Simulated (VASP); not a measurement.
Write the native input for VASP 6.6.1 that does the following.

```yaml
Task: relaxation of cell and atoms
Functional: PBE
Potentials_or_basis: VASP PAW PBE potentials, release 64 (Hg, Te)
Cutoff: 600 eV
k_mesh: 9 × 9 × 5
Occupations: fermi-dirac, width 0.05 eV
Spin: no spin polarisation
Target_pressure: 10 GPa
Dipole_correction: no
Further_INCAR_settings: ALGO = Normal; EDIFF = 1e-07; IBRION = 2; EDIFFG = -0.005; NSW = 60; ISIF = 3
```

The structure of HgTe (wurtzite type) lies in POSCAR:

```
HgTe
1.0
    4.3249944067      0.0000000000      0.0000000000
   -2.1624972033      3.7455550274      0.0000000000
    0.0000000000      0.0000000000      7.0497408829
Hg Te
2 2
Direct
    0.3333333333      0.6666666667      0.0000000000
    0.6666666667      0.3333333333      0.5000000000
    0.3333333333      0.6666666667      0.3760000000
    0.6666666667      0.3333333333      0.8760000000
```

One way to write it, as run:

INCAR

```
  PREC = Accurate
  ENCUT = 600
  EDIFF = 1E-7
  ISMEAR = -1
  SIGMA = 0.05
  LREAL = False
  LASPH = True
  NELM = 60
  ALGO = Normal
  ISIF = 3
  LWAVE = False
  LCHARG = False
  GGA = PE
  IBRION = 2
  NSW = 60
  EDIFFG = -0.005
  PSTRESS = 100.0
```

KPOINTS

```
Automatic mesh
0
Gamma
  9 9 5
```

Potentials or basis: VASP PAW PBE potentials, release 64 (Hg, Te).

Run with:

```console
$ cat potpaw_PBE.64/Hg/POTCAR potpaw_PBE.64/Te/POTCAR > POTCAR
$ mpirun -np 1 vasp_std > vasp.out
```

It gave:

The relaxed volume is 30.69 Å³/atom and the relaxed cell is a = 4.407 Å, b = 4.407 Å, c = 7.299 Å, α = 90.00°, β = 90.00°, γ = 120.00°. The space group after relaxing (to 0.05 Å) is P6_3mc (No. 186). The energy change on relaxing (the enthalpy is what falls) is -177.3 meV/atom, the ionic steps are 21 and the pressure after relaxing is 10.0 GPa. The largest force after relaxing is 0.004 eV/Å and the band gap on the k mesh is zero (filled and empty bands touch).

Caveat: the cell is relaxed towards a set pressure, so the enthalpy falls and the energy may rise; spin-orbit coupling is left out, which moves the levels of the heavy elements.

Wall time 19 min on 1 thread of Intel(R) Xeon(R) Platinum 8259CL CPU @ 2.50GHz (Skylake/Cascade Lake), on a shared host, peak memory 0.34 GiB.
